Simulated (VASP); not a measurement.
ZnO (rock salt type): single point with PBE

ZnO (rock salt type):

```
CELL_PARAMETERS angstrom
0.00000 2.14988 2.14988
2.14988 0.00000 2.14988
2.14988 2.14988 0.00000
ATOMIC_POSITIONS crystal
Zn 0.00000 0.00000 0.00000
O 0.50000 0.50000 0.50000
```

| Property | Result |
| --- | --- |
| Program | VASP 6.6.1 |
| Task | single point |
| Functional | PBE |
| Potentials or basis | VASP PAW PBE potentials, release 64 (Zn, O) |
| Cutoff | 520 eV |
| k mesh | 22 × 22 × 22 |
| Occupations | fermi-dirac, width 0.0612256 eV |
| Spin | no spin polarisation |
| Dipole correction | no |
| Further INCAR settings | ALGO = Normal; EDIFF = 1e-07; NBANDS = 16 |

The pressure is 4.7 GPa and the band gap on the k mesh is 0.81 eV, indirect (least direct gap 2.13 eV).

Levels at points of the mesh, in eV from the valence-band top:
| k point | band 5 | band 6 | band 7 | band 8 | band 9 | band 10 | band 11 | band 12 | band 13 | band 14 |
| --- | --- | --- | --- | --- | --- | --- | --- | --- | --- | --- |
| (0.00, 0.00, 0.00) | -4.62 | -4.62 | -1.32 | -1.32 | -1.32 | 0.81 | 17.90 | 17.90 | 17.90 | 18.26 |
| (0.50, 0.00, 0.00) | -4.42 | -4.42 | -3.60 | 0.00 | 0.00 | 5.41 | 8.96 | 12.74 | 12.74 | 19.15 |
| (0.50, 0.50, 0.00) | -4.31 | -4.31 | -4.02 | -2.72 | -2.72 | 4.15 | 10.59 | 11.25 | 15.27 | 15.27 |

It took 46 s on 1 thread of Intel(R) Xeon(R) Platinum 8488C (Sapphire Rapids) (shared host), peak memory 0.22 GiB.

A k mesh can miss the band edges. As with any semilocal functional, this PBE gap is likely too small.
